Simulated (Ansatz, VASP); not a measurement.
## Ni in VASP and in Ansatz

INCAR

```
PREC = Accurate
ENCUT = 520
EDIFF = 1E-7
ISMEAR = -1
SIGMA = 0.1
LREAL = F
LASPH = T
NELM = 150
ALGO = Normal
ISIF = 2
LWAVE = F
LCHARG = F
ISPIN = 2
MAGMOM = 0.4 0.4
LORBIT = 11
LMAXMIX = 4
GGA = PE
NBANDS = 21
ISYM = 0
```

The input KPOINTS:

```
regular mesh
0
Gamma
  11 6 11
```

Contents of POSCAR:

```
Ni
1.0
    0.0000000000      1.7671500000      1.7671500000
    3.5343000000      0.0000000000      3.5343000000
    1.7671500000      1.7671500000      0.0000000000
Ni
2
Direct
    0.0000000000      0.0000000000      0.0000000000
    0.0000000000      0.5000000000      0.0000000000
```

Input for Ansatz:

```yaml
crystal:
  lattice:
    - [0.0, 1.76715, 1.76715]
    - [3.5343, 0.0, 3.5343]
    - [1.76715, 1.76715, 0.0]
  atoms:
    - { symbol: Ni, position: [0.0, 0.0, 0.0], spin: 0.4 }
    - { symbol: Ni, position: [0.0, 0.5, 0.0], spin: 0.4 }
  symmetry: { detect: false, time_reversal: true }
magnetization:
  spin_polarized: true
hamiltonian:
  xc: pbe
  pseudopotentials: { kind: paw }
basis:
  ecutwfc: 420
kpoints:
  mp_grid: { grid: [11, 6, 11] }
scf:
  occupations: { method: fermi_dirac, width: 0.1 }
  lower_state_search: "off"
output:
  forces: true
  stress: true
```

Alike in both runs: task single point; functional PBE; k mesh 11 × 6 × 11; occupations fermi-dirac, width 0.1 eV; collinear spin.

|  | VASP | Ansatz |
| --- | --- | --- |
| version | VASP 6.6.1 | Ansatz 0.2.0 |
| potentials or method | VASP PAW PBE potentials, release 64 (Ni), cutoff 520 eV | PAW, plane waves, scalar-relativistic |
| valence electrons in the cell | 20 | 36 |

VASP gave:

```
pressure (GPa)                                                : -2.4
traceless stress, the component that is largest in VASP (GPa) : 0.14
net moment per atom (μB)                                      : 0.59
size of the moment on the site where the two differ most (μB) : 0.60
```

Question: Estimate Ansatz's values.

Answer: Pressure (GPa): -2.4; traceless stress, the component that is largest in VASP (GPa): 0.16; net moment per atom (μB): 0.60; size of the moment on the site where the two differ most (μB): 0.64.

Site moments also hang on the region over which each program counts them. VASP's potentials hold 20 valence electrons a cell and Ansatz's 36, so a difference there can come from the potentials and not from the codes.
